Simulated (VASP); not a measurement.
# CuO (P4/mmm) in VASP: further runs, part 2 of 2

VASP 6.6.1. The steps go on from the part before.

### Step 4. Relaxation of cell and atoms, LDA

Input file INCAR:

```
SYSTEM = CuO
PREC     = Accurate       ! precision mode
ENCUT    = 600            ! plane-wave cutoff, eV
EDIFF    = 1E-7           ! SCF threshold, eV
ISMEAR   = -1             ! smearing method
SIGMA    = 0.05           ! smearing width, eV
LREAL    = .FALSE.        ! projectors in reciprocal space
LASPH    = .TRUE.         ! aspherical terms in the spheres
NELM     = 80             ! most SCF steps
ALGO     = Normal         ! electronic algorithm
ISIF     = 3              ! what is computed and relaxed
LWAVE    = .FALSE.        ! write WAVECAR
LCHARG   = .FALSE.        ! write CHGCAR
GGA      = CA             ! functional
IBRION   = 2              ! ionic algorithm
NSW      = 60             ! ionic steps
EDIFFG   = -0.01          ! ionic threshold
```

Input file KPOINTS:

```
Automatic mesh
0
G
  7 7 7
  0 0 0
```

Input file POSCAR:

```
CuO
1.0
    4.1609370000      0.0000000000      0.0000000000
    0.0000000000      4.1609370000      0.0000000000
    0.0000000000      0.0000000000      3.8876430000
Cu O
3 3
Direct
    0.5000000000      0.0000000000      0.5000000000
    0.0000000000      0.5000000000      0.5000000000
    0.0000000000      0.0000000000      0.0000000000
    0.0000000000      0.0000000000      0.5000000000
    0.5000000000      0.0000000000      0.0000000000
    0.0000000000      0.5000000000      0.0000000000
```

Potentials or basis: VASP PAW LDA potentials, release 64 (Cu, O).

Launch:

```
$ cat potpaw_LDA.64/Cu/POTCAR potpaw_LDA.64/O/POTCAR > POTCAR
$ mpirun -np 1 vasp_std > vasp.out
```

OUTCAR:

```text
SYSTEM = CuO
   PREC = Accurate
   ENCUT = 600
   EDIFF = 1E-7
   ISMEAR = -1
   LREAL = .FALSE.
   LASPH = .TRUE.
   NELM = 80
   ISIF = 3
   GGA = CA
   IBRION = 2
   NSW = 60
   EDIFFG = -0.01

 ion  position               nearest neighbor table
   1  0.500  0.000  0.500-   5 1.94   5 1.94   4 2.08   4 2.08
   2  0.000  0.500  0.500-   6 1.94   6 1.94   4 2.08   4 2.08
   3  0.000  0.000  0.000-   4 1.94   4 1.94   6 2.08   5 2.08   6 2.08   5 2.08
   4  0.000  0.000  0.500-   3 1.94   3 1.94   1 2.08   2 2.08   2 2.08   1 2.08
   5  0.500  0.000  0.000-   1 1.94   1 1.94   3 2.08   3 2.08
   6  0.000  0.500  0.000-   2 1.94   2 1.94   3 2.08   3 2.08

  LATTYP: Found a simple tetragonal cell.
 ALAT       =     4.1609370000
 C/A-ratio  =     0.9343191209

  Lattice vectors:

 A1 = (   4.1609370000,   0.0000000000,   0.0000000000)
 A2 = (   0.0000000000,   4.1609370000,   0.0000000000)
 A3 = (   0.0000000000,   0.0000000000,   3.8876430000)

Analysis of symmetry for initial positions (statically):
=====================================================================
 Subroutine PRICEL returns:
 Original cell was already a primitive cell.

 Routine SETGRP: Setting up the symmetry group for a
 simple tetragonal supercell.

 Subroutine GETGRP returns: Found 16 space group operations
 (whereof 16 operations were pure point group operations)
 out of a pool of 16 trial point group operations.

The static configuration has the point symmetry D_4h.

Analysis of symmetry for dynamics (positions and initial velocities):
=====================================================================
 Subroutine PRICEL returns:
 Original cell was already a primitive cell.

 Routine SETGRP: Setting up the symmetry group for a
 simple tetragonal supercell.

 Subroutine GETGRP returns: Found 16 space group operations
 (whereof 16 operations were pure point group operations)
 out of a pool of 16 trial point group operations.

The dynamic configuration has the point symmetry D_4h.

 Subroutine INISYM returns: Found 16 space group operations
 (whereof 16 operations are pure point group operations),
 and found     1 'primitive' translations

----------------------------------------------------------------------------------------

                                     Primitive cell

  volume of cell :      67.3083

  direct lattice vectors                    reciprocal lattice vectors
     4.160937000  0.000000000  0.000000000     0.240330483  0.000000000  0.000000000
     0.000000000  4.160937000  0.000000000     0.000000000  0.240330483  0.000000000
     0.000000000  0.000000000  3.887643000     0.000000000  0.000000000  0.257225265

  length of vectors
     4.160937000  4.160937000  3.887643000     0.240330483  0.240330483  0.257225265

  position of ions in fractional coordinates (direct lattice)
     0.500000000  0.000000000  0.500000000
     0.000000000  0.500000000  0.500000000
     0.000000000  0.000000000  0.000000000
     0.000000000  0.000000000  0.500000000
     0.500000000  0.000000000  0.000000000
     0.000000000  0.500000000  0.000000000

  ion indices of the primitive-cell ions
[... 69 lines left out ...]
 SYSTEM =  CuO
   PREC   = accura    normal or accurate (medium, high low for compatibility)
   ISTART =      0    job   : 0-new  1-cont  2-samecut
   ICHARG =      2    charge: 1-file 2-atom 10-const
   ISPIN  =      1    spin polarized calculation?
   LNONCOLLINEAR =      F non collinear calculations
   LSORBIT =      F    spin-orbit coupling
   LASPH  =      T    aspherical Exc in radial PAW
   ENCUT  =  600.0 eV  44.10 Ry    6.64 a.u.   8.31  8.31  7.76*2*pi/ulx,y,z
   NELM   =     80;   NELMIN=  2; NELMDL= -5     # of ELM steps
   EDIFF  = 0.1E-06   stopping-criterion for ELM
   LREAL  =      F    real-space projection
   EDIFFG = -.1E-01   stopping-criterion for IOM
   NSW    =     60    number of steps for IOM
   IBRION =      2    ionic relax: 0-MD 1-quasi-New 2-CG
   NFREE  =      1    steps in history (QN), initial steepest desc. (CG)
   ISIF   =      3    stress and relaxation
   ISYM   =      2    0-nonsym 1-usesym 2-fastsym
   POTIM  = 0.5000    time-step for ionic-motion
   TEBEG  =    0.0;   TEEND  =   0.0 temperature during run
   PSTRESS=    0.0 pullay stress
   NELECT =      51.0000    total number of electrons
   NUPDOWN=      -1.0000    fix difference up-down
   EMIN   =  10.00;   EMAX   =-10.00  energy-range for DOS
   EFERMI =   0.00;   METHOD = LEGACY
   ISMEAR =    -1;   SIGMA  =   0.05  broadening in eV -4-tet -1-fermi 0-gaus
   EFERMI_NEDOS =   21; number of points for ismear=-14 and -15
   IALGO  =     38    algorithm
   IMIX   =      4    mixing-type and parameters
     AMIX     =   0.40;   BMIX     =  1.00
     AMIX_MAG =   1.60;   BMIX_MAG =  1.00
  volume/ion in A,a.u.               =      11.22        75.70
  Fermi-wavevector in a.u.,A,eV,Ry     =   1.492481  2.820379 30.306951  2.227498
  Thomas-Fermi vector in A             =   2.605003
   LORBIT       =      0    0 simple, 1 ext, 2 COOP (PROOUT), +10 PAW based schemes
   GGA     = CA    functional components
   LHFCALC =     F    Hartree Fock is set to
   AEXX    =    0.0000 exact exchange contribution
   IVDW    =     0    specifies the selected vdW correction
   LEPSILON=     F    determine dielectric tensor
   LRPA    =     F    only Hartree local field effects (RPA)
 conjugate gradient relaxation of ions
 non-spin polarized calculation
  energy-cutoff  :      600.00
  volume of cell :       67.31
 maximum number of plane-waves:      2268
 NGX is ok and might be reduce to    36
   NGX = 17   NGY = 17   NGZ = 15

--------------------------------------- Ionic step        1  -------------------------------------------

 number of electron      51.0000019 magnetization

 Free energy of the ion-electron system (eV)
  ---------------------------------------------------
  ext. energy  EPLUGINS =         0.00000000
  ---------------------------------------------------
  free energy    TOTEN  =       -33.16608667 eV

  energy without entropy =      -33.13331681  energy(sigma->0) =      -33.14970174

------------------------ aborting loop because EDIFF is reached ----------------------------------------

  FORCE on cell =-STRESS in cart. coord.  units (eV):
  Direction    XX          YY          ZZ          XY          YZ          ZX
  --------------------------------------------------------------------------------------
  -------------------------------------------------------------------------------------
  Total       -3.7103608     -3.7103608     -6.3823238      0.0000000      0.0000000      0.0000000
  in kB      -88.3197974    -88.3197974   -151.9220322      0.0000000      0.0000000      0.0000000
  external PRESSURE =    -109.5205423 kB  Pullay stress =       0.0000000 kB
[... 101 lines left out ...]
  FREE ENERGIE OF THE ION-ELECTRON SYSTEM (eV)
  ---------------------------------------------------
  free  energy   TOTEN  =       -33.3267096268 eV

  energy  without entropy=      -33.2961757666  energy(sigma->0) =      -33.31144270

[... ionic steps 4 to 7 ...]

--------------------------------------- Ionic step        8  -------------------------------------------

 number of electron      50.9999960 magnetization

------------------------ aborting loop because EDIFF is reached ----------------------------------------
[... 75 lines left out ...]
--------------------------------------- Ionic step       10  -------------------------------------------

 number of electron      50.9999959 magnetization

 Free energy of the ion-electron system (eV)
  ---------------------------------------------------
  ext. energy  EPLUGINS =         0.00000000
  ---------------------------------------------------
  free energy    TOTEN  =       -33.33825407 eV

  energy without entropy =      -33.31030963  energy(sigma->0) =      -33.32428185

 E-fermi :   4.7371     XC(G=0): -12.1325

 val. band max:        4.7304075417   @ k =   0.4286   0.2857   0.2857
 cond. band min:       4.7846221331   @ k =   0.1429   0.0000   0.4286
 fundamental gap:      0.0542145914
 Fermi energy:         4.7371495501

 k-point     1 :       0.0000    0.0000    0.0000
  band No.  band energies     occupation
      1     -15.4111      2.00000
      2     -13.1487      2.00000
      3     -12.6155      2.00000
      4      -1.7651      2.00000
      5      -1.6085      2.00000
      6      -1.6085      2.00000
[... 781 lines left out ...]
     29      10.5473      0.00000
     30      12.7933      0.00000

 [... further k-points ...]

------------------------ aborting loop because EDIFF is reached ----------------------------------------

  FORCE on cell =-STRESS in cart. coord.  units (eV):
  Direction    XX          YY          ZZ          XY          YZ          ZX
  --------------------------------------------------------------------------------------
  -------------------------------------------------------------------------------------
  Total        0.0073452      0.0073452     -0.0099355      0.0000000      0.0000000      0.0000000
  in kB        0.1887974      0.1887974     -0.2553760      0.0000000      0.0000000      0.0000000
  external PRESSURE =       0.0407396 kB  Pullay stress =       0.0000000 kB
[... 21 lines left out ...]
  FREE ENERGIE OF THE ION-ELECTRON SYSTEM (eV)
  ---------------------------------------------------
  free  energy   TOTEN  =       -33.3382540664 eV

  energy  without entropy=      -33.3103096304  energy(sigma->0) =      -33.32428185

 reached required accuracy - stopping structural energy minimisation
```

It took 10 min on 1 thread of AMD EPYC 9R45 (Zen 5), shared host; peak memory 0.19 GiB.

What came out:

```
Free energy                            : -33.3383 eV
Relaxed volume                         : 10.39 Å³/atom
Relaxed cell                           : a = 4.040 Å, b = 4.040 Å, c = 3.819 Å, α = 90.00°, β = 90.00°, γ = 90.00°
Space group after relaxing (to 0.05 Å) : P4/mmm (No. 123)
Energy gained by relaxing              : 28.7 meV/atom
Ionic steps                            : 10
Pressure after relaxing                : 0.0 GPa
```

The path:
```tsv
step	energy change (eV)	largest force (eV/Å)	pressure (GPa)	volume (Å³)
1	0.0000	0.0000	-10.95	67.31
2	-0.0414	0.0000	10.93	60.10
3	-0.1606	0.0000	-0.56	63.26
4	-0.1606	0.0000	-0.30	63.18
5	-0.1678	0.0000	-0.19	62.82
6	-0.1715	0.0000	0.37	62.08
7	-0.1721	0.0000	0.20	62.28
8	-0.1721	0.0000	0.22	62.26
9	-0.1721	0.0000	-0.27	62.42
10	-0.1722	0.0000	0.00	62.33
```

Final structure:
```yaml
crystal:
  lattice:
    - [4.03995, 0.00000, 0.00000]
    - [0.00000, 4.03995, 0.00000]
    - [0.00000, 0.00000, 3.81916]
  atoms:
    - { symbol: Cu, position: [0.50000, 0.00000, 0.50000] }
    - { symbol: Cu, position: [0.00000, 0.50000, 0.50000] }
    - { symbol: Cu, position: [0.00000, 0.00000, 0.00000] }
    - { symbol: O, position: [0.00000, 0.00000, 0.50000] }
    - { symbol: O, position: [0.50000, 0.00000, 0.00000] }
    - { symbol: O, position: [0.00000, 0.50000, 0.00000] }
```

Levels at points of the mesh, in eV from the Fermi level:
```tsv
k point	band 23	band 24	band 25	band 26	band 27	band 28	band 29	band 30
(0.00, 0.00, 0.00)	-1.68	-1.61	-1.61	-1.60	-1.43	1.46	6.46	8.09
```

Caveat: an odd number of electrons without spin polarisation forces a metal; a magnetic or distorted state may lie lower; semilocal functionals often make such compounds metallic where correlation or magnetic order opens a gap, which also shifts bond lengths. With open d or f shells a metallic result of LDA can be an artefact of self-interaction; +U or a hybrid may open a gap.

### Step 5. Summary

```csv
task,level,potentials or basis,cell,cutoff (eV),gap on the mesh (eV),pressure (GPa)
single point,LDA,"VASP PAW LDA potentials, release 64 (Cu, O)",as given,520,none,-10.8
single point,r2SCAN,"VASP PAW PBE potentials, release 64 (Cu, O)",as given,520,none,-4.0
relaxation of cell and atoms,LDA,"VASP PAW LDA potentials, release 64 (Cu, O)",relaxed,600,none,0.0
```

Alike in all rows: no spin polarisation; k mesh 7 × 7 × 7; smearing fermi-dirac 0.05 eV.

Caveats: an odd number of electrons without spin polarisation forces a metal; a magnetic or distorted state may lie lower; semilocal functionals often make such compounds metallic where correlation or magnetic order opens a gap, which also shifts bond lengths; the PAW data sets were made with another functional, which shifts forces and pressure a little (some runs).

Total energies depend on the potentials used, so only differences within one code and one set of settings carry meaning.
